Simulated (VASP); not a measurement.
# Ge (P6/mmm) in VASP: notebook

Ge is run at these levels: LDA; tasks: single point, relaxation of cell and atoms.

Everything below comes from runs of VASP 6.6.1. Logs are shortened: lines on timing, memory, paths and dates and some standing lists are left out, and cuts for length are marked.

### 1 The cell of the first run

It takes space group P6/mmm (No. 191, hexagonal). The conventional cell has a = 2.509 Å, b = 2.509 Å, c = 2.339 Å, α = 90.00°, β = 90.00°, γ = 120.00°. Ge (site symmetry 6/mmm) has 8 Ge at 2.34 to 2.51 Å within 3.1 Å.

### 2 Single point, LDA

The input, INCAR:

```
SYSTEM = Ge
PREC     = Accurate       ! precision mode
ENCUT    = 520            ! plane-wave cutoff, eV
EDIFF    = 1E-7           ! SCF threshold, eV
ISMEAR   = -1             ! smearing method
SIGMA    = 0.08           ! smearing width, eV
LREAL    = .FALSE.        ! projectors in reciprocal space
LASPH    = .TRUE.         ! aspherical terms in the spheres
NELM     = 80             ! most SCF steps
ALGO     = Normal         ! electronic algorithm
ISIF     = 2              ! what is computed and relaxed
LWAVE    = .FALSE.        ! write WAVECAR
LCHARG   = .FALSE.        ! write CHGCAR
NBANDS   = 13             ! bands
```

The input, KPOINTS:

```
Automatic mesh
0
G
  17 17 16
  0 0 0
```

The input, POSCAR:

```
Ge
1.0
    2.5092561065      0.0000000000      0.0000000000
   -1.2546280533      2.1730795329      0.0000000000
    0.0000000000      0.0000000000      2.3391206445
Ge
1
Direct
    0.0000000000      0.0000000000      0.0000000000
```

Potentials or basis: VASP PAW LDA potentials, release 64 (Ge_d).

Launch:

```bash
cat potpaw_LDA.64/Ge_d/POTCAR > POTCAR
mpirun -np 1 vasp_std > vasp.out
```

OUTCAR:

```text
SYSTEM = Ge
   PREC = Accurate
   ENCUT = 520
   EDIFF = 1E-7
   ISMEAR = -1
   LREAL = .FALSE.
   LASPH = .TRUE.
   NELM = 80
   ISIF = 2

 ion  position               nearest neighbor table
   1  0.000  0.000  0.000-

  LATTYP: Found a hexagonal cell.
 ALAT       =     2.5092561065
 C/A-ratio  =     0.9321968525

  Lattice vectors:

 A1 = (   2.5092561065,   0.0000000000,   0.0000000000)
 A2 = (  -1.2546280533,   2.1730795329,   0.0000000000)
 A3 = (   0.0000000000,   0.0000000000,   2.3391206445)

Analysis of symmetry for initial positions (statically):
=====================================================================
 Subroutine PRICEL returns:
 Original cell was already a primitive cell.

 Routine SETGRP: Setting up the symmetry group for a
 hexagonal supercell.

 Subroutine GETGRP returns: Found 24 space group operations
 (whereof 24 operations were pure point group operations)
 out of a pool of 24 trial point group operations.

The static configuration has the point symmetry D_6h.

Analysis of symmetry for dynamics (positions and initial velocities):
=====================================================================
 Subroutine PRICEL returns:
 Original cell was already a primitive cell.

 Routine SETGRP: Setting up the symmetry group for a
 hexagonal supercell.

 Subroutine GETGRP returns: Found 24 space group operations
 (whereof 24 operations were pure point group operations)
 out of a pool of 24 trial point group operations.

The dynamic configuration has the point symmetry D_6h.

 Subroutine INISYM returns: Found 24 space group operations
 (whereof 24 operations are pure point group operations),
 and found     1 'primitive' translations

----------------------------------------------------------------------------------------

                                     Primitive cell

  volume of cell :      12.7548

  direct lattice vectors                    reciprocal lattice vectors
     2.509256107  0.000000000  0.000000000     0.398524486  0.230088219  0.000000000
    -1.254628053  2.173079533  0.000000000     0.000000000  0.460176438  0.000000000
     0.000000000  0.000000000  2.339120644     0.000000000  0.000000000  0.427511083

  length of vectors
     2.509256107  2.509256107  2.339120644     0.460176439  0.460176438  0.427511083

  position of ions in fractional coordinates (direct lattice)
     0.000000000  0.000000000  0.000000000

  ion indices of the primitive-cell ions
   primitive index   ion index
                 1           1

----------------------------------------------------------------------------------------

 KPOINTS: Automatic mesh

Automatic generation of k-mesh.
 Grid dimensions read from file:
 generate k-points for:   17   17   16

 Generating k-lattice:

  Cartesian coordinates                     Fractional coordinates (reciprocal lattice)
     0.023442617  0.013534601  0.000000000     0.058823529  0.000000000  0.000000000
     0.000000000  0.027069202  0.000000000     0.000000000  0.058823529  0.000000000
     0.000000000  0.000000000  0.026719443     0.000000000  0.000000000  0.062500000

  Length of vectors
     0.027069202  0.027069202  0.026719443

  Shift w.r.t. Gamma in fractional coordinates (k-lattice)
     0.000000000  0.000000000  0.000000000

 Subroutine IBZKPT returns following result:
 ===========================================

 Found    297 irreducible k-points:

 Following reciprocal coordinates:
            Coordinates               Weight
  0.000000  0.000000  0.000000      1.000000
  0.058824  0.000000  0.000000      6.000000
  0.117647  0.000000  0.000000      6.000000
  0.176471  0.000000  0.000000      6.000000
  0.235294  0.000000  0.000000      6.000000
  0.294118  0.000000  0.000000      6.000000
[... 16 lines left out ...]
  0.411765  0.117647  0.000000     12.000000
  0.176471  0.176471  0.000000      6.000000
 [... further k-points ...]
   k-points           NKPTS =    297   k-points in BZ     NKDIM =    297   number of bands    NBANDS=     13
   number of dos      NEDOS =    301   number of ions     NIONS =      1
   total plane-waves  NPLWV =   7200
   dimension x,y,z NGX =    20 NGY =   20 NGZ =   18
   dimension x,y,z NGXF=    40 NGYF=   40 NGZF=   36
   ions per type =               1
   NGX,Y,Z   is equivalent  to a cutoff of  13.25, 13.25, 12.79 a.u.
   NGXF,Y,Z  is equivalent  to a cutoff of  26.50, 26.50, 25.59 a.u.
 SYSTEM =  Ge
   PREC   = accura    normal or accurate (medium, high low for compatibility)
   ISTART =      0    job   : 0-new  1-cont  2-samecut
   ICHARG =      2    charge: 1-file 2-atom 10-const
   ISPIN  =      1    spin polarized calculation?
   LNONCOLLINEAR =      F non collinear calculations
   LSORBIT =      F    spin-orbit coupling
   LASPH  =      T    aspherical Exc in radial PAW
   ENCUT  =  520.0 eV  38.22 Ry    6.18 a.u.   4.67  4.67  4.35*2*pi/ulx,y,z
   NELM   =     80;   NELMIN=  2; NELMDL= -5     # of ELM steps
   EDIFF  = 0.1E-06   stopping-criterion for ELM
   LREAL  =      F    real-space projection
   EDIFFG = 0.1E-05   stopping-criterion for IOM
   NSW    =      0    number of steps for IOM
   IBRION =     -1    ionic relax: 0-MD 1-quasi-New 2-CG
   NFREE  =      0    steps in history (QN), initial steepest desc. (CG)
   ISIF   =      2    stress and relaxation
   ISYM   =      2    0-nonsym 1-usesym 2-fastsym
   POTIM  = 0.5000    time-step for ionic-motion
   TEBEG  =    0.0;   TEEND  =   0.0 temperature during run
   PSTRESS=    0.0 pullay stress
   NELECT =      14.0000    total number of electrons
   NUPDOWN=      -1.0000    fix difference up-down
   EMIN   =  10.00;   EMAX   =-10.00  energy-range for DOS
   EFERMI =   0.00;   METHOD = LEGACY
   ISMEAR =    -1;   SIGMA  =   0.08  broadening in eV -4-tet -1-fermi 0-gaus
   EFERMI_NEDOS =   21; number of points for ismear=-14 and -15
   IALGO  =     38    algorithm
   IMIX   =      4    mixing-type and parameters
     AMIX     =   0.40;   BMIX     =  1.00
     AMIX_MAG =   1.60;   BMIX_MAG =  1.00
  volume/ion in A,a.u.               =      12.75        86.07
  Fermi-wavevector in a.u.,A,eV,Ry     =   1.688728  3.191234 38.801136  2.851803
  Thomas-Fermi vector in A             =   2.770982
   LORBIT       =      0    0 simple, 1 ext, 2 COOP (PROOUT), +10 PAW based schemes
   GGA     = CA    functional components
   LHFCALC =     F    Hartree Fock is set to
   AEXX    =    0.0000 exact exchange contribution
   IVDW    =     0    specifies the selected vdW correction
   LEPSILON=     F    determine dielectric tensor
   LRPA    =     F    only Hartree local field effects (RPA)
 non-spin polarized calculation
  energy-cutoff  :      520.00
  volume of cell :       12.75
 maximum number of plane-waves:       357
 NGX is ok and might be reduce to    20
   NGX =  9   NGY =  9   NGZ =  9

 number of electron      14.0000013 magnetization

 Free energy of the ion-electron system (eV)
  ---------------------------------------------------
  ext. energy  EPLUGINS =         0.00000000
  ---------------------------------------------------
  free energy    TOTEN  =        -4.26892351 eV

  energy without entropy =       -4.26241096  energy(sigma->0) =       -4.26566724

 E-fermi :  11.6464     XC(G=0): -13.6614

 val. band max:       11.6431632707   @ k =   0.3529   0.1765   0.1250
 cond. band min:      11.6662879361   @ k =   0.4118   0.0000   0.5000
 fundamental gap:      0.0231246653
 Fermi energy:        11.6464322767

 k-point     1 :       0.0000    0.0000    0.0000
  band No.  band energies     occupation
      1     -14.1439      2.00000
      2     -13.8035      2.00000
      3     -13.8035      2.00000
      4     -13.4079      2.00000
      5     -13.4079      2.00000
      6      -5.6745      2.00000
      7      20.6150      0.00000
      8      23.3916      0.00000
      9      23.3916      0.00000
     10      23.9338      0.00000
     11      28.5065      0.00000
     12      28.5225      0.00000
     13      28.5225      0.00000

 k-point     2 :       0.0588    0.0000    0.0000
  band No.  band energies     occupation
      1     -14.1373      2.00000
      2     -13.8074      2.00000
      3     -13.7911      2.00000
      4     -13.4136      2.00000
      5     -13.4092      2.00000
      6      -5.5623      2.00000
      7      20.7361      0.00000
      8      21.7743      0.00000
      9      22.8207      0.00000
     10      24.4477      0.00000
     11      26.6957      0.00000
     12      29.2852      0.00000
     13      31.2210      0.00000

 k-point     3 :       0.1176    0.0000    0.0000
  band No.  band energies     occupation
      1     -14.1192      2.00000
      2     -13.8180      2.00000
      3     -13.7552      2.00000
      4     -13.4299      2.00000
      5     -13.4129      2.00000
      6      -5.2246      2.00000
      7      19.1151      0.00000
      8      21.0974      0.00000
      9      21.6520      0.00000
     10      24.2227      0.00000
     11      26.1983      0.00000
     12      31.0304      0.00000
     13      33.4825      0.00000
[... 305 lines left out ...]
 k-point    23 :       0.4118    0.1176    0.0000
  band No.  band energies     occupation
      1     -14.0302      2.00000
      2     -13.8205      2.00000
      3     -13.5650      2.00000
      4     -13.4678      2.00000
      5     -13.4593      2.00000
      6       1.9021      2.00000
      7       4.0348      2.00000
      8      13.4115      0.00000
      9      25.2156      0.00000
     10      27.2157      0.00000
     11      31.0569      0.00000
     12      32.6524      0.00000
     13      34.2550      0.00000

 k-point    24 :       0.1765    0.1765    0.0000
  band No.  band energies     occupation
      1     -14.0259      2.00000
      2     -13.8492      2.00000
      3     -13.5839      2.00000
      4     -13.5111      2.00000
      5     -13.4436      2.00000
      6      -2.6033      2.00000
      7      12.0621      0.01101
      8      13.5590      0.00000
      9      23.7574      0.00000
     10      27.1321      0.00000
     11      28.9140      0.00000
     12      32.0845      0.00000
     13      39.5095      0.00000

 [... further k-points ...]

------------------------ aborting loop because EDIFF is reached ----------------------------------------

  FORCE on cell =-STRESS in cart. coord.  units (eV):
  Direction    XX          YY          ZZ          XY          YZ          ZX
  --------------------------------------------------------------------------------------
  -------------------------------------------------------------------------------------
  Total        4.9162238      4.9162238      4.9187245     -0.0000000     -0.0000000      0.0000000
  in kB      617.5455472    617.5455472    617.8596688     -0.0000000     -0.0000000      0.0000000
  external PRESSURE =     617.6502544 kB  Pullay stress =       0.0000000 kB

 VOLUME and BASIS-vectors are now :
 -----------------------------------------------------------------------------
  energy-cutoff  :      520.00
  volume of cell :       12.75
      direct lattice vectors                 reciprocal lattice vectors
     2.509256107  0.000000000  0.000000000     0.398524486  0.230088219  0.000000000
    -1.254628053  2.173079533  0.000000000     0.000000000  0.460176438  0.000000000
     0.000000000  0.000000000  2.339120644     0.000000000  0.000000000  0.427511083

 POSITION                                       TOTAL-FORCE (eV/Angst)
 -----------------------------------------------------------------------------------
      0.00000      0.00000      0.00000        -0.000000      0.000000      0.000000
 -----------------------------------------------------------------------------------
    total drift:                               -0.000000      0.000000     -0.000000

  FREE ENERGIE OF THE ION-ELECTRON SYSTEM (eV)
  ---------------------------------------------------
  free  energy   TOTEN  =        -4.2689235149 eV

  energy  without entropy=       -4.2624109616  energy(sigma->0) =       -4.26566724
```

It took 28 s on 1 thread of Intel Xeon Platinum 8259CL at 2.50GHz (Skylake/Cascade Lake), shared host; peak memory 0.15 GiB.

What came out:

```yaml
Free_energy: -4.2689 eV
Pressure: 61.8 GPa
Band_gap_on_the_k_mesh: zero (band 7 reaches 20.74 eV, above the bottom of band 8 at 6.98 eV)
```

### 3 Single point, LDA

The input, INCAR:

```
SYSTEM = Ge
PREC = Accurate
ENCUT = 520
EDIFF = 1E-6
ISMEAR = -1
SIGMA = 0.08
LREAL = .FALSE.
LASPH = .TRUE.
NELM = 60
ALGO = Normal
ISIF = 2
LWAVE = .FALSE.
LCHARG = .FALSE.
NBANDS = 13
```

KPOINTS is that of step 2.

The input, POSCAR:

```
Ge
1.0
    2.5095608453      0.0000000000      0.0000000000
   -1.2547804227      2.1733434444      0.0000000000
    0.0000000000      0.0000000000      2.3394551336
Ge
1
Direct
    0.0000000000      0.0000000000      0.0000000000
```

Potentials or basis: VASP PAW LDA potentials, release 64 (Ge_d).

Launch:

```bash
cat potpaw_LDA.64/Ge_d/POTCAR > POTCAR
mpirun -np 1 vasp_std > vasp.out
```

Wall time 25 s (1 thread of Intel Xeon Platinum 8259CL at 2.50GHz (Skylake/Cascade Lake), shared host); peak memory 0.15 GiB.

It converged, with:

```
Free energy            : -4.2708 eV
Pressure               : 61.5 GPa
Band gap on the k mesh : zero (band 7 reaches 20.73 eV, above the bottom of band 8 at 6.97 eV)
```

Levels at points of the mesh, in eV from the Fermi level:
| k point | band 5 | band 6 | band 7 | band 8 | band 9 | band 10 |
| --- | --- | --- | --- | --- | --- | --- |
| (0.00, 0.00, 0.00) | -25.05 | -17.32 | 8.97 | 11.74 | 11.74 | 12.28 |
| (0.00, 0.00, 0.50) | -25.25 | -11.08 | -9.10 | 17.10 | 17.10 | 20.39 |

(Continued in part 2 of 2.)
